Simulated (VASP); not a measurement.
# Ga (Pm-3m) in VASP: a series of runs

Ga is run at these levels: PBE; tasks: single point.

Program: VASP 6.6.1. These are calculated values, not measurements. Logs are shortened: lines on timing, memory, paths and dates and some standing lists are left out, and cuts for length are marked.

**1. The cell of the first run**

The structure is cubic, space group Pm-3m (No. 221). Conventional cell: a = 2.683 Å, b = 2.683 Å, c = 2.683 Å, α = 90.00°, β = 90.00°, γ = 90.00°. Ga (site symmetry m-3m) has 6 Ga at 2.68 Å within 3.5 Å.

This isn't the form of Ga at room conditions, which is orthorhombic.

**2. Single point, PBE**

File INCAR:

```
SYSTEM = Ga
PREC = Accurate ; ENCUT = 520
EDIFF = 1E-6 ; ISMEAR = -1
SIGMA = 0.06122561905347299 ; LREAL = .FALSE.
LASPH = .TRUE. ; NELM = 80
ALGO = Normal ; ISIF = 2
LWAVE = .FALSE. ; LCHARG = .FALSE.
GGA = PE ; NBANDS = 12
```

File KPOINTS:

```
regular mesh
0
G
  20 20 20
  0 0 0
```

File POSCAR:

```
Ga
1.0
    2.6834174862      0.0000000000      0.0000000000
    0.0000000000      2.6834174862      0.0000000000
    0.0000000000      0.0000000000      2.6834174862
Ga
1
Direct
    0.0000000000      0.0000000000      0.0000000000
```

Potentials or basis: VASP PAW PBE potentials, release 64 (Ga_d).

Launch:

```
$ cat potpaw_PBE.64/Ga_d/POTCAR > POTCAR
$ mpirun -np 1 vasp_std > vasp.out
```

OUTCAR:

```text
SYSTEM = Ga
   PREC = Accurate
   ENCUT = 520
   EDIFF = 1E-6
   ISMEAR = -1
   LREAL = .FALSE.
   LASPH = .TRUE.
   NELM = 80
   ISIF = 2
   GGA = PE

 ion  position               nearest neighbor table
   1  0.000  0.000  0.000-

  LATTYP: Found a simple cubic cell.
 ALAT       =     2.6834174862

  Lattice vectors:

 A1 = (   2.6834174862,   0.0000000000,   0.0000000000)
 A2 = (   0.0000000000,   2.6834174862,   0.0000000000)
 A3 = (   0.0000000000,   0.0000000000,   2.6834174862)

Analysis of symmetry for initial positions (statically):
=====================================================================
 Subroutine PRICEL returns:
 Original cell was already a primitive cell.

 Routine SETGRP: Setting up the symmetry group for a
 simple cubic supercell.

 Subroutine GETGRP returns: Found 48 space group operations
 (whereof 48 operations were pure point group operations)
 out of a pool of 48 trial point group operations.

The static configuration has the point symmetry O_h .

Analysis of symmetry for dynamics (positions and initial velocities):
=====================================================================
 Subroutine PRICEL returns:
 Original cell was already a primitive cell.

 Routine SETGRP: Setting up the symmetry group for a
 simple cubic supercell.

 Subroutine GETGRP returns: Found 48 space group operations
 (whereof 48 operations were pure point group operations)
 out of a pool of 48 trial point group operations.

The dynamic configuration has the point symmetry O_h .

 Subroutine INISYM returns: Found 48 space group operations
 (whereof 48 operations are pure point group operations),
 and found     1 'primitive' translations

----------------------------------------------------------------------------------------

                                     Primitive cell

  volume of cell :      19.3226

  direct lattice vectors                    reciprocal lattice vectors
     2.683417486  0.000000000  0.000000000     0.372659120  0.000000000  0.000000000
     0.000000000  2.683417486  0.000000000     0.000000000  0.372659120  0.000000000
     0.000000000  0.000000000  2.683417486     0.000000000  0.000000000  0.372659120

  length of vectors
     2.683417486  2.683417486  2.683417486     0.372659120  0.372659120  0.372659120

  position of ions in fractional coordinates (direct lattice)
     0.000000000  0.000000000  0.000000000

  ion indices of the primitive-cell ions
   primitive index   ion index
                 1           1

----------------------------------------------------------------------------------------

 KPOINTS: regular mesh

Automatic generation of k-mesh.
 Grid dimensions read from file:
 generate k-points for:   20   20   20

 Generating k-lattice:

  Cartesian coordinates                     Fractional coordinates (reciprocal lattice)
     0.018632956  0.000000000  0.000000000     0.050000000  0.000000000  0.000000000
     0.000000000  0.018632956  0.000000000     0.000000000  0.050000000  0.000000000
     0.000000000  0.000000000  0.018632956     0.000000000  0.000000000  0.050000000

  Length of vectors
     0.018632956  0.018632956  0.018632956

  Shift w.r.t. Gamma in fractional coordinates (k-lattice)
     0.000000000  0.000000000  0.000000000

 Subroutine IBZKPT returns following result:
 ===========================================

 Found    286 irreducible k-points:

 Following reciprocal coordinates:
            Coordinates               Weight
  0.000000  0.000000  0.000000      1.000000
  0.050000  0.000000  0.000000      6.000000
  0.100000  0.000000  0.000000      6.000000
  0.150000  0.000000  0.000000      6.000000
  0.200000  0.000000  0.000000      6.000000
  0.250000  0.000000  0.000000      6.000000
[... 16 lines left out ...]
  0.150000  0.100000  0.000000     24.000000
  0.200000  0.100000  0.000000     24.000000
 [... further k-points ...]
   k-points           NKPTS =    286   k-points in BZ     NKDIM =    286   number of bands    NBANDS=     12
   number of dos      NEDOS =    301   number of ions     NIONS =      1
   total plane-waves  NPLWV =   8000
   dimension x,y,z NGX =    20 NGY =   20 NGZ =   20
   dimension x,y,z NGXF=    40 NGYF=   40 NGZF=   40
   ions per type =               1
   NGX,Y,Z   is equivalent  to a cutoff of  12.39, 12.39, 12.39 a.u.
   NGXF,Y,Z  is equivalent  to a cutoff of  24.78, 24.78, 24.78 a.u.
 SYSTEM =  Ga
   PREC   = accura    normal or accurate (medium, high low for compatibility)
   ISTART =      0    job   : 0-new  1-cont  2-samecut
   ICHARG =      2    charge: 1-file 2-atom 10-const
   ISPIN  =      1    spin polarized calculation?
   LNONCOLLINEAR =      F non collinear calculations
   LSORBIT =      F    spin-orbit coupling
   LASPH  =      T    aspherical Exc in radial PAW
   ENCUT  =  520.0 eV  38.22 Ry    6.18 a.u.   4.99  4.99  4.99*2*pi/ulx,y,z
   NELM   =     80;   NELMIN=  2; NELMDL= -5     # of ELM steps
   EDIFF  = 0.1E-05   stopping-criterion for ELM
   LREAL  =      F    real-space projection
   EDIFFG = 0.1E-04   stopping-criterion for IOM
   NSW    =      0    number of steps for IOM
   IBRION =     -1    ionic relax: 0-MD 1-quasi-New 2-CG
   NFREE  =      0    steps in history (QN), initial steepest desc. (CG)
   ISIF   =      2    stress and relaxation
   ISYM   =      2    0-nonsym 1-usesym 2-fastsym
   POTIM  = 0.5000    time-step for ionic-motion
   TEBEG  =    0.0;   TEEND  =   0.0 temperature during run
   PSTRESS=    0.0 pullay stress
   NELECT =      13.0000    total number of electrons
   NUPDOWN=      -1.0000    fix difference up-down
   EMIN   =  10.00;   EMAX   =-10.00  energy-range for DOS
   EFERMI =   0.00;   METHOD = LEGACY
   ISMEAR =    -1;   SIGMA  =   0.06  broadening in eV -4-tet -1-fermi 0-gaus
   EFERMI_NEDOS =   21; number of points for ismear=-14 and -15
   IALGO  =     38    algorithm
   IMIX   =      4    mixing-type and parameters
     AMIX     =   0.40;   BMIX     =  1.00
     AMIX_MAG =   1.60;   BMIX_MAG =  1.00
  volume/ion in A,a.u.               =      19.32       130.40
  Fermi-wavevector in a.u.,A,eV,Ry     =   1.434502  2.710815 27.997998  2.057795
  Thomas-Fermi vector in A             =   2.553903
   LORBIT       =      0    0 simple, 1 ext, 2 COOP (PROOUT), +10 PAW based schemes
   GGA     = PE    functional components
   LHFCALC =     F    Hartree Fock is set to
   AEXX    =    0.0000 exact exchange contribution
   IVDW    =     0    specifies the selected vdW correction
   LEPSILON=     F    determine dielectric tensor
   LRPA    =     F    only Hartree local field effects (RPA)
 non-spin polarized calculation
  energy-cutoff  :      520.00
  volume of cell :       19.32
 maximum number of plane-waves:       552
 NGX is ok and might be reduce to    20
   NGX =  9   NGY =  9   NGZ =  9

 number of electron      13.0000007 magnetization

 Free energy of the ion-electron system (eV)
  ---------------------------------------------------
  ext. energy  EPLUGINS =         0.00000000
  ---------------------------------------------------
  free energy    TOTEN  =        -2.82379457 eV

  energy without entropy =       -2.81838386  energy(sigma->0) =       -2.82108922

 E-fermi :   5.0729     XC(G=0): -10.8173

 val. band max:        5.0519878953   @ k =   0.4500   0.4000   0.2000
 cond. band min:       5.0762395894   @ k =   0.4000   0.4000   0.1000
 fundamental gap:      0.0242516941
 Fermi energy:         5.0728592406

 k-point     1 :       0.0000    0.0000    0.0000
  band No.  band energies     occupation
      1     -10.0932      2.00000
      2     -10.0932      2.00000
      3      -9.5330      2.00000
      4      -9.5330      2.00000
      5      -9.5330      2.00000
      6      -5.7402      2.00000
      7      14.2791      0.00000
      8      14.2791      0.00000
      9      14.2791      0.00000
     10      17.1957      0.00000
     11      17.1957      0.00000
     12      19.8572      0.00000

 k-point     2 :       0.0500    0.0000    0.0000
  band No.  band energies     occupation
      1     -10.0921      2.00000
      2     -10.0840      2.00000
      3      -9.5369      2.00000
      4      -9.5369      2.00000
      5      -9.5327      2.00000
      6      -5.6882      2.00000
      7      13.3462      0.00000
      8      14.3339      0.00000
      9      14.3339      0.00000
     10      17.2396      0.00000
     11      17.9336      0.00000
     12      20.1780      0.00000

 k-point     3 :       0.1000    0.0000    0.0000
  band No.  band energies     occupation
      1     -10.0890      2.00000
      2     -10.0574      2.00000
      3      -9.5480      2.00000
      4      -9.5480      2.00000
      5      -9.5318      2.00000
      6      -5.5314      2.00000
      7      11.6962      0.00000
      8      14.4974      0.00000
      9      14.4974      0.00000
     10      17.3716      0.00000
     11      18.7471      0.00000
     12      21.3894      0.00000
[... 286 lines left out ...]
 k-point    23 :       0.1500    0.1000    0.0000
  band No.  band energies     occupation
      1     -10.0605      2.00000
      2      -9.9986      2.00000
      3      -9.5831      2.00000
      4      -9.5638      2.00000
      5      -9.5449      2.00000
      6      -5.0603      2.00000
      7      10.1344      0.00000
      8      12.2431      0.00000
      9      14.9846      0.00000
     10      18.4721      0.00000
     11      21.3010      0.00000
     12      23.4150      0.00000

 k-point    24 :       0.2000    0.1000    0.0000
  band No.  band energies     occupation
      1     -10.0530      2.00000
      2      -9.9486      2.00000
      3      -9.6067      2.00000
      4      -9.5853      2.00000
      5      -9.5430      2.00000
      6      -4.6911      2.00000
      7       8.4682      0.00000
      8      12.5799      0.00000
      9      15.3526      0.00000
     10      18.7919      0.00000
     11      21.6190      0.00000
     12      25.0636      0.00000

 [... further k-points ...]
[... 5 lines left out ...]
  --------------------------------------------------------------------------------------
  -------------------------------------------------------------------------------------
  Total        0.2412549      0.2412549      0.2412549     -0.0000000      0.0000000     -0.0000000
  in kB       20.0042368     20.0042368     20.0042368     -0.0000000      0.0000000     -0.0000000
  external PRESSURE =      20.0042368 kB  Pullay stress =       0.0000000 kB

 VOLUME and BASIS-vectors are now :
 -----------------------------------------------------------------------------
  energy-cutoff  :      520.00
  volume of cell :       19.32
      direct lattice vectors                 reciprocal lattice vectors
     2.683417486  0.000000000  0.000000000     0.372659120  0.000000000  0.000000000
     0.000000000  2.683417486  0.000000000     0.000000000  0.372659120  0.000000000
     0.000000000  0.000000000  2.683417486     0.000000000  0.000000000  0.372659120

 POSITION                                       TOTAL-FORCE (eV/Angst)
 -----------------------------------------------------------------------------------
      0.00000      0.00000      0.00000         0.000000      0.000000      0.000000
 -----------------------------------------------------------------------------------
    total drift:                                0.000000      0.000000      0.000000

  FREE ENERGIE OF THE ION-ELECTRON SYSTEM (eV)
  ---------------------------------------------------
  free  energy   TOTEN  =        -2.8237945677 eV

  energy  without entropy=       -2.8183838634  energy(sigma->0) =       -2.82108922
```

It took 31 s on 1 thread of Intel Xeon Platinum 8488C (Sapphire Rapids), shared host; peak memory 0.17 GiB.

Results:

```yaml
Free_energy: -2.8238 eV
Pressure: 2.0 GPa
Band_gap_on_the_k_mesh: zero (an odd number of electrons rules out a gap without spin polarisation)
```

**3. Single point, PBE**

File INCAR:

```
  PREC = Accurate
  ENCUT = 520
  EDIFF = 1E-6
  ISMEAR = -1
  SIGMA = 0.06122561905347299
  LREAL = False
  LASPH = True
  NELM = 100
  ALGO = Normal
  ISIF = 2
  LWAVE = False
  LCHARG = True
  GGA = PE
  LELF = True
  LVHAR = True
  NBANDS = 12
```

File KPOINTS:

```
Automatic mesh
0
Gamma
  20 20 20
```

POSCAR is that of step 2.

Potentials or basis: VASP PAW PBE potentials, release 64 (Ga_d).

Launch:

```
$ cat potpaw_PBE.64/Ga_d/POTCAR > POTCAR
$ mpirun -np 1 vasp_std > vasp.out
```

Wall time 27 s (1 thread of Intel Xeon Platinum 8488C (Sapphire Rapids), shared host); peak memory 0.17 GiB.

The run converged. Its results:

| Quantity | Value |
| --- | --- |
| Free energy | -2.8238 eV |
| Pressure | 2.0 GPa |
| Band gap on the k mesh | zero (an odd number of electrons rules out a gap without spin polarisation) |

Levels at points of the mesh, in eV from the Fermi level:
```
           k point  band 2  band 3  band 4  band 5  band 6  band 7  band 8  band 9  band 10  band 11
(0.00, 0.00, 0.00)  -15.17  -14.61  -14.61  -14.61  -10.81    9.21    9.21    9.21    12.12    12.12
(0.50, 0.00, 0.00)  -14.82  -14.76  -14.76  -14.59   -6.26   -4.27   12.79   12.79    15.96    16.77
(0.50, 0.50, 0.00)  -14.96  -14.74  -14.74  -14.46   -1.50   -0.71   -0.71    4.22    16.49    20.86
(0.50, 0.50, 0.50)  -14.98  -14.98  -14.45  -14.45    2.71    2.71    2.71    4.21     8.31     8.31
```

**4. Single point, PBE**

This run uses another cell than the first one, of 19.73 Å³/atom.

File INCAR:

```
SYSTEM = Ga
  PREC = Accurate
  ENCUT = 520
  EDIFF = 1E-7
  ISMEAR = -1
  SIGMA = 0.06122561905347299
  LREAL = .FALSE.
  LASPH = .TRUE.
  NELM = 60
  ALGO = Normal
  ISIF = 2
  LWAVE = .FALSE.
  LCHARG = .FALSE.
  GGA = PE
  NBANDS = 12
```

File KPOINTS:

```
regular mesh
0
G
  20 20 20
  0 0 0
```

File POSCAR:

```
Ga
1.0
    2.7019243985      0.0000000000      0.0000000000
    0.0000000000      2.7019243985      0.0000000000
    0.0000000000      0.0000000000      2.7019243985
Ga
1
Direct
    0.0000000000      0.0000000000      0.0000000000
```

Launch:

```
$ cat potpaw_PBE.64/Ga_d/POTCAR > POTCAR
$ mpirun -np 1 vasp_std > vasp.out
```

It took 32 s on 1 thread of Intel Xeon Platinum 8488C (Sapphire Rapids), shared host; peak memory 0.17 GiB.

Results (log left out):

* Free energy: -2.8275 eV
* Pressure: 0.9 GPa
* Band gap on the k mesh: zero (an odd number of electrons rules out a gap without spin polarisation)

Levels at points of the mesh, in eV from the Fermi level:
| k point | band 4 | band 5 | band 6 | band 7 | band 8 | band 9 |
| --- | --- | --- | --- | --- | --- | --- |
| (0.00, 0.00, 0.00) | -14.61 | -14.61 | -10.67 | 9.06 | 9.06 | 9.06 |
| (0.50, 0.00, 0.00) | -14.75 | -14.59 | -6.23 | -4.18 | 12.55 | 12.55 |
| (0.50, 0.50, 0.00) | -14.73 | -14.47 | -1.59 | -0.69 | -0.69 | 4.22 |
| (0.50, 0.50, 0.50) | -14.46 | -14.46 | 2.66 | 2.66 | 2.66 | 3.95 |
